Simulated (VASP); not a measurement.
# CuO (C2/c) in VASP: a series of runs, part 2 of 2

VASP 6.6.1. Earlier steps stand in the parts before.

### Step 4. Single point, RPBE+D3(BJ)

This run uses another cell than the first one, of 9.93 Å³/atom.

The input, INCAR:

```
SYSTEM = CuO
PREC = Accurate
ENCUT = 520
EDIFF = 1E-6
ISMEAR = -1
SIGMA = 0.05
LREAL = .FALSE.
LASPH = .TRUE.
NELM = 60
ALGO = Normal
ISIF = 2
LWAVE = .FALSE.
LCHARG = .FALSE.
GGA = RP
IVDW = 12
NBANDS = 25
```

The input, KPOINTS:

```
Automatic mesh
0
G
  10 10 5
  0 0 0
```

The input, POSCAR:

```
CuO
1.0
    2.3261324123     -1.6998144190      0.0000000000
    2.3261324123      1.6998144190      0.0000000000
   -0.8443223728      0.0000000000      5.0239229397
Cu O
2 2
Direct
    0.5000000000      0.0000000000      0.5000000000
    0.0000000000      0.5000000000      0.0000000000
    0.4184000000      0.5816000000      0.7500000000
    0.5816000000      0.4184000000      0.2500000000
```

On the command line:

```bash
cat potpaw_PBE.64/Cu/POTCAR potpaw_PBE.64/O/POTCAR > POTCAR
mpirun -np 1 vasp_std > vasp.out
```

Wall time 4.7 min (1 thread of Intel Xeon 8259CL, shared host); peak memory 0.23 GiB.

Results (log left out):

```yaml
Free_energy: -22.4225 eV
Pressure: -7.7 GPa
Largest_force: 0.024 eV/Å
Band_gap_on_the_k_mesh: zero (bands 17 and 18 overlap by 0.60 eV)
Dispersion_energy_per_atom: -1.188 eV
```

Forces on the atoms (eV/Å):
```
Cu   0.000  0.000  0.000
Cu   0.000  0.000  0.000
O    0.000 -0.024  0.000
O    0.000  0.024  0.000
```

Stress tensor (GPa, compression positive):
```
-6.50  0.00 -2.75
 0.00 -9.57  0.00
-2.75  0.00 -7.16
```

Levels at points of the mesh, in eV from the Fermi level:
```
           k point  band 13  band 14  band 15  band 16  band 17  band 18  band 19  band 20  band 21  band 22
(0.00, 0.00, 0.00)    -2.47    -2.30    -2.24    -1.72     0.21     0.96     1.83     6.13     8.36    13.57
(0.50, 0.00, 0.00)    -2.12    -1.67    -1.57    -1.47     0.01     0.25     4.95     6.48     7.12    11.33
(0.50, 0.50, 0.00)    -2.22    -2.20    -1.69    -1.27    -0.69     1.09     3.37     7.29     8.63    10.30
```

Caveat: the cell stands under tension; the dispersion term is far too large for a dense solid, which distorts pressure and volume; the PAW data sets were made with another functional, which shifts forces and pressure a little; semilocal functionals often make such compounds metallic where correlation or magnetic order opens a gap, which also shifts bond lengths. With open d or f shells a metallic result of RPBE can be an artefact of self-interaction; +U or a hybrid may open a gap.

### Step 5. Single point, RPBE+D3(BJ)

This run uses another cell than the first one, of 10.13 Å³/atom.

The input, INCAR:

```
  ALGO = Normal
  EDIFF = 1E-6
  ENCUT = 520
  GGA = RP
  ISIF = 2
  ISMEAR = -1
  IVDW = 12
  LASPH = T
  LCHARG = T
  LELF = T
  LREAL = F
  LVHAR = T
  LWAVE = F
  NBANDS = 25
  NELM = 60
  PREC = Accurate
  SIGMA = 0.05
```

The input, KPOINTS:

```
k-points
0
Gamma
  10 10 5
```

The input, POSCAR:

```
CuO
1.0
    2.3418500000     -1.7113000000      0.0000000000
    2.3418500000      1.7113000000      0.0000000000
   -0.8500274268      0.0000000000      5.0578693947
Cu O
2 2
Direct
    0.5000000000      0.0000000000      0.5000000000
    0.0000000000      0.5000000000      0.0000000000
    0.4184000000      0.5816000000      0.7500000000
    0.5816000000      0.4184000000      0.2500000000
```

On the command line:

```bash
cat potpaw_PBE.64/Cu/POTCAR potpaw_PBE.64/O/POTCAR > POTCAR
mpirun -np 1 vasp_std > vasp.out
```

It took 4.8 min on 1 thread of Intel Xeon 8259CL, shared host; peak memory 0.23 GiB.

The run converged. Its results:

| Quantity | Value |
| --- | --- |
| Free energy | -22.3755 eV |
| Pressure | -11.1 GPa |
| Largest force | 0.092 eV/Å |
| Band gap on the k mesh | zero (bands 17 and 18 overlap by 0.60 eV) |
| Dispersion energy per atom | -1.158 eV |

Forces on the atoms (eV/Å):
```
Cu   0.000  0.000  0.000
Cu   0.000  0.000  0.000
O    0.000 -0.092  0.000
O    0.000  0.092  0.000
```

Stress tensor (GPa, compression positive):
```
-10.08   0.00  -2.21
  0.00 -11.94   0.00
 -2.21   0.00 -11.16
```

Levels at points of the mesh, in eV from the Fermi level:
| k point | band 14 | band 15 | band 16 | band 17 | band 18 | band 19 | band 20 | band 21 |
| --- | --- | --- | --- | --- | --- | --- | --- | --- |
| (0.00, 0.00, 0.00) | -2.23 | -2.18 | -1.67 | 0.21 | 0.94 | 1.76 | 6.11 | 8.24 |
| (0.50, 0.00, 0.00) | -1.62 | -1.52 | -1.43 | 0.01 | 0.25 | 4.96 | 6.40 | 7.02 |
| (0.50, 0.50, 0.00) | -2.14 | -1.67 | -1.24 | -0.67 | 1.07 | 3.43 | 7.21 | 8.60 |

Caveat: the cell stands under tension; the dispersion term is far too large for a dense solid, which distorts pressure and volume; the PAW data sets were made with another functional, which shifts forces and pressure a little; semilocal functionals often make such compounds metallic where correlation or magnetic order opens a gap, which also shifts bond lengths. With open d or f shells a metallic result of RPBE can be an artefact of self-interaction; +U or a hybrid may open a gap.

### Step 6. Single point, RPBE+D3(BJ)

This run uses another cell than the first one, of 10.34 Å³/atom.

The input, INCAR:

```
SYSTEM = CuO
PREC = Accurate ; ENCUT = 520
EDIFF = 1E-6 ; ISMEAR = -1
SIGMA = 0.05 ; LREAL = .False.
LASPH = .True. ; NELM = 80
ALGO = Normal ; ISIF = 2
LWAVE = .False. ; LCHARG = .False.
GGA = RP ; IVDW = 12
NBANDS = 25
```

The input, KPOINTS:

```
Automatic mesh
0
Gamma
  10 10 5
  0 0 0
```

The input, POSCAR:

```
CuO
1.0
    2.3573593924     -1.7226334429      0.0000000000
    2.3573593924      1.7226334429      0.0000000000
   -0.8556569116      0.0000000000      5.0913661947
Cu O
2 2
Direct
    0.5000000000      0.0000000000      0.5000000000
    0.0000000000      0.5000000000      0.0000000000
    0.4184000000      0.5816000000      0.7500000000
    0.5816000000      0.4184000000      0.2500000000
```

Potentials or basis: VASP PAW PBE potentials, release 64 (Cu, O).

On the command line:

```bash
cat potpaw_PBE.64/Cu/POTCAR potpaw_PBE.64/O/POTCAR > POTCAR
mpirun -np 1 vasp_std > vasp.out
```

Run time: 3.4 min. Hardware: 1 thread of Intel Xeon 8259CL, shared host; peak memory 0.23 GiB.

It converged, with:

* Free energy: -22.3128 eV
* Pressure: -14.0 GPa
* Largest force: 0.155 eV/Å
* Band gap on the k mesh: zero (bands 17 and 18 overlap by 0.60 eV)
* Dispersion energy per atom: -1.130 eV

Forces in eV/Å, atoms in the order of the input:
```
Cu   0.000  0.000  0.000
Cu   0.000  0.000  0.000
O    0.000 -0.155  0.000
O    0.000  0.155  0.000
```

Stress tensor (GPa, compression positive):
```
-13.27   0.00  -1.72
  0.00 -14.05   0.00
 -1.72   0.00 -14.72
```

Levels at points of the mesh, in eV from the Fermi level:
```
           k point  band 13  band 14  band 15  band 16  band 17  band 18  band 19  band 20  band 21  band 22
(0.00, 0.00, 0.00)    -2.33    -2.17    -2.12    -1.63     0.21     0.92     1.69     6.10     8.12    13.40
(0.50, 0.00, 0.00)    -2.01    -1.58    -1.48    -1.39     0.01     0.26     4.97     6.32     6.94    11.12
(0.50, 0.50, 0.00)    -2.10    -2.08    -1.65    -1.20    -0.65     1.05     3.49     7.13     8.57     9.98
```

Caveat: the cell stands under tension; the dispersion term is far too large for a dense solid, which distorts pressure and volume; the PAW data sets were made with another functional, which shifts forces and pressure a little; semilocal functionals often make such compounds metallic where correlation or magnetic order opens a gap, which also shifts bond lengths.

### Step 7. The runs side by side

```tsv
cell	gap on the mesh (eV)	pressure (GPa)	largest force (eV/Å)
a = 2.841, b = 2.841, c = 5.024 Å, angles 97.7, 97.7, 72.3°, 4 atoms	none	0.1	0.13
a = 2.861, b = 2.861, c = 5.059 Å, angles 97.7, 97.7, 72.3°, 4 atoms	none	-4.0	0.05
a = 2.881, b = 2.881, c = 5.094 Å, angles 97.7, 97.7, 72.3°, 4 atoms	none	-7.7	0.02
a = 2.900, b = 2.900, c = 5.129 Å, angles 97.7, 97.7, 72.3°, 4 atoms	none	-11.1	0.09
a = 2.920, b = 2.920, c = 5.163 Å, angles 97.7, 97.7, 72.3°, 4 atoms	none	-14.0	0.16
```

Alike in all rows: task single point; level RPBE+D3(BJ); potentials or basis VASP PAW PBE potentials, release 64 (Cu, O); no spin polarisation; k mesh 10 × 10 × 5; cutoff (eV) 520; smearing fermi-dirac 0.05 eV.

Caveats: the dispersion term is far too large for a dense solid, which distorts pressure and volume; the PAW data sets were made with another functional, which shifts forces and pressure a little; semilocal functionals often make such compounds metallic where correlation or magnetic order opens a gap, which also shifts bond lengths; the cell stands under tension (at least some runs); the stress differs along the axes, from -4 to 2 GPa (at least some runs).

Total energies depend on the potentials used, so only differences within one code and one set of settings carry meaning.
